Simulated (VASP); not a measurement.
# MgO (Periclase) (Fm-3m) in VASP: G0W0 quasiparticle levels with LDA

Aim: the G0W0 quasiparticle levels of MgO (Periclase) with LDA.

Everything below comes from runs of VASP 6.6.1. Logs are shortened: lines on timing, memory, paths and dates and some standing lists are left out, and cuts for length are marked.

### 1 The cell of the first run

Symmetry: Fm-3m, No. 225, cubic system. Conventional cell: a = 4.217 Å, b = 4.217 Å, c = 4.217 Å, α = 90.00°, β = 90.00°, γ = 90.00°. Within 2.8 Å of Mg (site symmetry m-3m) lie 6 O at 2.11 Å. O (site symmetry m-3m) has 6 Mg at 2.11 Å within 2.8 Å.

### 2 G0W0 quasiparticle levels, LDA

Input file POSCAR:

```
MgO
1.0
    0.0000000000      2.1085000000      2.1085000000
    2.1085000000      0.0000000000      2.1085000000
    2.1085000000      2.1085000000      0.0000000000
Mg O
1 1
Direct
    0.0000000000      0.0000000000      0.0000000000
    0.5000000000      0.5000000000      0.5000000000
```

Input file INCAR.step1:

```
SYSTEM = MgO
PREC     = Accurate       ! precision mode
ENCUT    = 500            ! plane-wave cutoff, eV
EDIFF    = 1E-8           ! SCF threshold, eV
ISMEAR   = 0              ! smearing method
SIGMA    = 0.01           ! smearing width, eV
LREAL    = .False.        ! projectors in reciprocal space
LASPH    = .True.         ! aspherical terms in the spheres
NELM     = 100            ! most SCF steps
ALGO     = Normal         ! electronic algorithm
LWAVE    = .True.         ! write WAVECAR
LCHARG   = .False.        ! write CHGCAR
GGA      = CA             ! functional
```

Input file INCAR.step2:

```
SYSTEM = MgO
PREC     = Accurate       ! precision mode
ENCUT    = 500            ! plane-wave cutoff, eV
EDIFF    = 1E-8           ! SCF threshold, eV
ISMEAR   = 0              ! smearing method
SIGMA    = 0.01           ! smearing width, eV
LREAL    = .False.        ! projectors in reciprocal space
LASPH    = .True.         ! aspherical terms in the spheres
NELM     = 1              ! most SCF steps
ALGO     = Exact          ! electronic algorithm
LWAVE    = .True.         ! write WAVECAR
LCHARG   = .False.        ! write CHGCAR
GGA      = CA             ! functional
NBANDS   = 44             ! bands
LOPTICS  = .True.         ! frequency-dependent dielectric function
ISTART   = 1
```

Input file INCAR.step3:

```
SYSTEM = MgO
PREC     = Accurate       ! precision mode
ENCUT    = 500            ! plane-wave cutoff, eV
EDIFF    = 1E-8           ! SCF threshold, eV
ISMEAR   = 0              ! smearing method
SIGMA    = 0.01           ! smearing width, eV
LREAL    = .False.        ! projectors in reciprocal space
LASPH    = .True.         ! aspherical terms in the spheres
ALGO     = EVGW0          ! electronic algorithm
LWAVE    = .False.        ! write WAVECAR
LCHARG   = .False.        ! write CHGCAR
GGA      = CA             ! functional
NELMGW   = 1            
NBANDS   = 44             ! bands
ENCUTGW  = 100.0          ! cutoff of the response function
NOMEGA   = 48             ! frequency points
PRECFOCK = Fast         
ISTART   = 1            
NBANDSGW = 12
```

Input file KPOINTS:

```
regular mesh
0
Gamma
  5 5 5
  0 0 0
```

Potentials or basis: VASP PAW LDA potentials, release 64 (Mg_GW, O_GW).

The run is started by

```console
$ cat potpaw_LDA.64/Mg_GW/POTCAR potpaw_LDA.64/O_GW/POTCAR > POTCAR
$ cp INCAR.step1 INCAR
$ mpirun -np 1 vasp_std > vasp.out
$ cp INCAR.step2 INCAR
$ mpirun -np 1 vasp_std > vasp.out
$ cp INCAR.step3 INCAR
$ mpirun -np 1 vasp_std > vasp.out
```

OUTCAR:

```text
SYSTEM = MgO
   PREC = Accurate
   ENCUT = 500
   EDIFF = 1E-8
   ISMEAR = 0
   LREAL = .False.
   LASPH = .True.
   GGA = CA
   NELMGW = 1
   ENCUTGW = 100.0
   PRECFOCK = Fast
   ISTART = 1

 ion  position               nearest neighbor table
   1  0.000  0.000  0.000-   2 2.11   2 2.11   2 2.11   2 2.11   2 2.11   2 2.11
   2  0.500  0.500  0.500-   1 2.11   1 2.11   1 2.11   1 2.11   1 2.11   1 2.11

  LATTYP: Found a face centered cubic cell.
 ALAT       =     4.2170000000

  Lattice vectors:

 A1 = (   0.0000000000,   2.1085000000,   2.1085000000)
 A2 = (   2.1085000000,   0.0000000000,   2.1085000000)
 A3 = (   2.1085000000,   2.1085000000,   0.0000000000)

Analysis of symmetry for initial positions (statically):
=====================================================================
 Subroutine PRICEL returns:
 Original cell was already a primitive cell.

 Routine SETGRP: Setting up the symmetry group for a
 face centered cubic supercell.

 Subroutine GETGRP returns: Found 48 space group operations
 (whereof 48 operations were pure point group operations)
 out of a pool of 48 trial point group operations.

The static configuration has the point symmetry O_h .

Analysis of symmetry for dynamics (positions and initial velocities):
=====================================================================
 Subroutine PRICEL returns:
 Original cell was already a primitive cell.

 Routine SETGRP: Setting up the symmetry group for a
 face centered cubic supercell.

 Subroutine GETGRP returns: Found 48 space group operations
 (whereof 48 operations were pure point group operations)
 out of a pool of 48 trial point group operations.

The dynamic configuration has the point symmetry O_h .

 Subroutine INISYM returns: Found 48 space group operations
 (whereof 48 operations are pure point group operations),
 and found     1 'primitive' translations

----------------------------------------------------------------------------------------

                                     Primitive cell

  volume of cell :      18.7478

  direct lattice vectors                    reciprocal lattice vectors
     0.000000000  2.108500000  2.108500000    -0.237135404  0.237135404  0.237135404
     2.108500000  0.000000000  2.108500000     0.237135404 -0.237135404  0.237135404
     2.108500000  2.108500000  0.000000000     0.237135404  0.237135404 -0.237135404

  length of vectors
     2.981869296  2.981869296  2.981869296     0.410730569  0.410730569  0.410730569

  position of ions in fractional coordinates (direct lattice)
     0.000000000  0.000000000  0.000000000
     0.500000000  0.500000000  0.500000000

  ion indices of the primitive-cell ions
   primitive index   ion index
                 1           1
                 2           2

----------------------------------------------------------------------------------------

 KPOINTS: regular mesh

Automatic generation of k-mesh.
 Grid dimensions read from file:
 generate k-points for:    5    5    5

 Generating k-lattice:

  Cartesian coordinates                     Fractional coordinates (reciprocal lattice)
    -0.047427081  0.047427081  0.047427081     0.200000000  0.000000000  0.000000000
     0.047427081 -0.047427081  0.047427081     0.000000000  0.200000000  0.000000000
     0.047427081  0.047427081 -0.047427081     0.000000000  0.000000000  0.200000000

  Length of vectors
     0.082146114  0.082146114  0.082146114

  Shift w.r.t. Gamma in fractional coordinates (k-lattice)
     0.000000000  0.000000000  0.000000000

 Subroutine IBZKPT returns following result:
 ===========================================

 Found     10 irreducible k-points:

 Following reciprocal coordinates:
            Coordinates               Weight
  0.000000  0.000000  0.000000      1.000000
  0.200000  0.000000  0.000000      8.000000
  0.400000  0.000000  0.000000      8.000000
  0.200000  0.200000  0.000000      6.000000
  0.400000  0.200000  0.000000     24.000000
 -0.400000  0.200000  0.000000     24.000000
 -0.200000  0.200000  0.000000     12.000000
  0.400000  0.400000  0.000000      6.000000
 -0.400000  0.400000  0.000000     12.000000
 -0.400000  0.400000  0.200000     24.000000
   k-points           NKPTS =     10   k-points in BZ     NKDIM =    125   number of bands    NBANDS=     44
   number of dos      NEDOS =    301   number of ions     NIONS =      2
   total plane-waves  NPLWV =  13824
   dimension x,y,z NGX =    24 NGY =   24 NGZ =   24
   dimension x,y,z NGXF=    48 NGYF=   48 NGZF=   48
   ions per type =               1   1
   NGX,Y,Z   is equivalent  to a cutoff of  13.38, 13.38, 13.38 a.u.
   NGXF,Y,Z  is equivalent  to a cutoff of  26.76, 26.76, 26.76 a.u.
 SYSTEM =  MgO
   PREC   = accura    normal or accurate (medium, high low for compatibility)
   ISTART =      1    job   : 0-new  1-cont  2-samecut
   ICHARG =      0    charge: 1-file 2-atom 10-const
   ISPIN  =      1    spin polarized calculation?
   LNONCOLLINEAR =      F non collinear calculations
   LSORBIT =      F    spin-orbit coupling
   LASPH  =      T    aspherical Exc in radial PAW
   ENCUT  =  500.0 eV  36.75 Ry    6.06 a.u.   5.44  5.44  5.44*2*pi/ulx,y,z
   NELM   =     60;   NELMIN=  2; NELMDL=  0     # of ELM steps
   EDIFF  = 0.1E-07   stopping-criterion for ELM
   LREAL  =      F    real-space projection
   EDIFFG = 0.1E-06   stopping-criterion for IOM
   NSW    =      0    number of steps for IOM
   IBRION =     -1    ionic relax: 0-MD 1-quasi-New 2-CG
   NFREE  =      0    steps in history (QN), initial steepest desc. (CG)
   ISIF   =      0    stress and relaxation
   ISYM   =      3    0-nonsym 1-usesym 2-fastsym
   POTIM  = 0.5000    time-step for ionic-motion
   TEBEG  =    0.0;   TEEND  =   0.0 temperature during run
   PSTRESS=    0.0 pullay stress
   NELECT =       8.0000    total number of electrons
   NUPDOWN=      -1.0000    fix difference up-down
   EMIN   =  10.00;   EMAX   =-10.00  energy-range for DOS
   EFERMI =   0.00;   METHOD = LEGACY
   ISMEAR =     0;   SIGMA  =   0.01  broadening in eV -4-tet -1-fermi 0-gaus
   EFERMI_NEDOS =   21; number of points for ismear=-14 and -15
   IALGO  =     38    algorithm
   IMIX   =      4    mixing-type and parameters
     AMIX     =   0.40;   BMIX     =  1.00
     AMIX_MAG =   1.60;   BMIX_MAG =  1.00
  volume/ion in A,a.u.               =       9.37        63.26
  Fermi-wavevector in a.u.,A,eV,Ry     =   1.232503  2.329092 20.668107  1.519063
  Thomas-Fermi vector in A             =   2.367270
   LORBIT       =      0    0 simple, 1 ext, 2 COOP (PROOUT), +10 PAW based schemes
   GGA     = CA    functional components
   LHFCALC =     T    Hartree Fock is set to
   PRECFOCK=fast      Normal, Fast or Accurate (Low or Medium for compatibility)
   ENCUT4O =  -1.0   cutoff for four orbital integrals eV
   NKREDX  =     1    reduce k-point grid by
   NKREDY  =     1    reduce k-point grid by
   NKREDZ  =     1    reduce k-point grid by
   AEXX    =    1.0000 exact exchange contribution
   HFSCREEN=    0.0000 screening length (either q_TF or 0.3 A-1)
   HFSCREENC=   0.0000 screening length for correlation (either q_TF or 0.3 A-1)
   ENCUTFOCK=  -1.0 apply spherical cutoff to Coloumb kernel
   IVDW    =     0    specifies the selected vdW correction
   LEPSILON=     F    determine dielectric tensor
   LRPA    =     F    only Hartree local field effects (RPA)
   LRPAFORCE           =     F    calculate RPA forces
   ENCUTGW             = 100.0    cutoff for response function in eV
   ENCUTGWSOFT         =  80.0    soft cutoff for Coulomb kernel in GW response function in eV
   ENCUTLF             =  -1.0    cutoff for local field effects
   NELMGW              =     1    number of iterations in solving QP/BSE equation
   NELMHF              =     1    number of iterations in the inner HF iteration
   NKREDLFX            =     1    NKREDLFY  =   1   NKREDLFZ  =   1
 non-spin polarized calculation
 Gauss-broadening in eV      SIGMA  =   0.01
  energy-cutoff  :      500.00
  volume of cell :       18.75
 maximum number of plane-waves:       531
 NGX is ok and might be reduce to    24
  NGX = 14; NGY = 14; NGZ = 14
   NGX = 11   NGY = 11   NGZ = 11
 maximum number of plane-waves:        51
 NGX is ok and might be reduce to    14

 QP shifts <psi_nk| G(iteration)W_0 |psi_nk>: iteration 1
 for sc-GW calculations column KS-energies equals QP-energies in previous step
 and V_xc(KS)=  KS-energies - (<T + V_ion + V_H > + <T+V_H+V_ion>^1  + <V_x>^1)

 k-point   1 :       0.0000    0.0000    0.0000
  band No.  KS-energies  QP-energies   sigma(KS)   V_xc(KS)     V^pw_x(r,r')   Z            occupation Imag(sigma)

      1     -14.1374     -16.3023     -20.8697     -17.8027     -29.5945       0.7059       2.0000       1.1727
      2       2.8501       1.8969     -21.0166     -19.7991     -25.1485       0.7829       2.0000       0.1098
      3       2.8501       1.8969     -21.0166     -19.7991     -25.1485       0.7829       2.0000       0.1098
      4       2.8501       1.8969     -21.0166     -19.7991     -25.1485       0.7829       2.0000       0.1098
      5       7.4735       8.9762     -10.8407     -12.6396      -7.5333       0.8354       0.0000      -0.0714
      6      18.3631      20.1647      -7.4796      -9.6661      -3.0763       0.8240       0.0000      -0.1306
      7      18.3631      20.1647      -7.4796      -9.6661      -3.0763       0.8240       0.0000      -0.1306
      8      18.3631      20.1647      -7.4796      -9.6661      -3.0763       0.8240       0.0000      -0.1306
      9      22.3820      23.2850      -7.3277      -8.4970      -1.6981       0.7723       0.0000      -0.5274
     10      24.0153      26.1543      -7.8496     -10.4547      -3.2387       0.8211       0.0000      -0.2059
     11      24.0153      26.1543      -7.8496     -10.4547      -3.2387       0.8211       0.0000      -0.2059
     12      26.3827      28.6057      -7.4908     -10.2919      -1.9072       0.7936       0.0000      -0.4912

 k-point   2 :       0.2000    0.0000    0.0000
  band No.  KS-energies  QP-energies   sigma(KS)   V_xc(KS)     V^pw_x(r,r')   Z            occupation Imag(sigma)
[... 129 lines left out ...]
      1     -12.5694     -14.8300     -22.4492     -19.3531     -31.0233       0.7302       2.0000       1.0205
      2      -0.6912      -2.0885     -17.6977     -15.8771     -21.9676       0.7675       2.0000       0.1532
      3       0.4355      -0.8638     -18.5363     -16.8574     -22.7220       0.7739       2.0000       0.1349
      4       1.4443       0.2845     -19.6146     -18.1239     -23.8082       0.7780       2.0000       0.1229
      5      13.6959      15.8033     -11.3857     -14.0013      -7.3612       0.8057       0.0000      -0.1115
      6      13.7801      15.6653      -9.9782     -12.2848      -5.9667       0.8173       0.0000      -0.1053
      7      15.1932      17.2887      -8.8259     -11.3742      -4.6771       0.8223       0.0000      -0.1080
      8      18.9874      21.0660      -9.0918     -11.7072      -4.2232       0.7948       0.0000      -0.2010
      9      22.9585      24.9512      -8.6846     -11.2082      -3.3659       0.7896       0.0000      -0.3694
     10      25.1043      27.0007      -8.0114     -10.3641      -2.6979       0.8060       0.0000      -0.4938
     11      29.8972      32.3805      -8.7790     -11.7428      -3.3776       0.8379       0.0000      -0.7715
     12      31.2081      33.8417      -9.2252     -12.3654      -3.6558       0.8387       0.0000      -0.8983
```

It took 21 s on 1 thread of Intel Xeon 6975P-C (Granite Rapids), shared host; peak memory 0.19 GiB.

Results:

| Property | Result |
| --- | --- |
| Band gap on the k mesh, mean-field level | 4.62 eV, direct |
| Quasiparticle gap | 7.08 eV |
| Least direct quasiparticle gap | 7.08 eV |

Levels at points of the mesh, in eV from the valence-band top:
| k point | band 1 | band 2 | band 3 | band 4 | band 5 | band 6 | band 7 | band 8 |
| --- | --- | --- | --- | --- | --- | --- | --- | --- |
| (0.00, 0.00, 0.00) | -16.99 | 0.00 | 0.00 | 0.00 | 4.62 | 15.51 | 15.51 | 15.51 |

Caveat: the k points lie up to 0.52 Å⁻¹ apart; bands, screening cutoff and mesh are small and nothing is extrapolated, so the quasiparticle values aren't converged.
